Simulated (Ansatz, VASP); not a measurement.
**TaN in VASP and in Ansatz**

INCAR

```
ALGO     = Normal         # electronic algorithm
EDIFF    = 1E-7           # SCF threshold, eV
ENCUT    = 520            # plane-wave cutoff, eV
GGA      = PS             # functional
ISIF     = 2              # what is computed and relaxed
ISMEAR   = -1             # smearing method
LASPH    = T              # aspherical terms in the spheres
LCHARG   = F              # write CHGCAR
LREAL    = F              # projectors in reciprocal space
LWAVE    = F              # write WAVECAR
NBANDS   = 15             # bands
NELM     = 60             # most SCF steps
PREC     = Accurate       # precision mode
SIGMA    = 0.08           # smearing width, eV
```

KPOINTS

```
k-points
0
Gamma
  15 15 15
```

Contents of POSCAR:

```
TaN
1.0
    0.0000000000      2.0965289940      2.0965289940
    2.0965289940      0.0000000000      2.0965289940
    2.0965289940      2.0965289940      0.0000000000
Ta N
1 1
Direct
    0.0000000000      0.0000000000      0.0000000000
    0.5000000000      0.5000000000      0.5000000000
```

Input for Ansatz:

```yaml
crystal:
  lattice:
    - [0.0, 2.096528994, 2.096528994]
    - [2.096528994, 0.0, 2.096528994]
    - [2.096528994, 2.096528994, 0.0]
  atoms:
    - { symbol: Ta, position: [0.0, 0.0, 0.0] }
    - { symbol: "N", position: [0.5, 0.5, 0.5] }
kpoints:
  mp_grid: { grid: [15, 15, 15] }
scf:
  occupations: { method: fermi_dirac, width: 0.08 }
hamiltonian:
  xc: pbesol
  pseudopotentials: { kind: all_electron, lapw: { basis_error: 0.001 } }
output:
  forces: true
  stress: true
  eigenvalues: true
  populations: true
```

Change from the starting cell: volume scaled by 0.88, LAPW.

Alike in both runs: task single point; functional PBEsol; k mesh 15 × 15 × 15; occupations fermi-dirac, width 0.08 eV; no spin polarisation.

|  | VASP | Ansatz |
| --- | --- | --- |
| version | VASP 6.6.1 | Ansatz 0.2.0 |
| potentials or method | VASP PAW PBE potentials, release 64 (Ta_pv, N), cutoff 520 eV | all-electron LAPW, scalar-relativistic |

```csv
,VASP,Ansatz,Ansatz less VASP
pressure (GPa),62.4,59.7,-2.67
```

VASP's potentials were made for PBE, not for PBEsol. Both programs put the cell under a high pressure, so it lies far from rest at this level. Ansatz ran all-electron here, and VASP with PAW potentials.

Spin-orbit coupling is off throughout. Noted on VASP's run: the cell as given lies far from equilibrium.
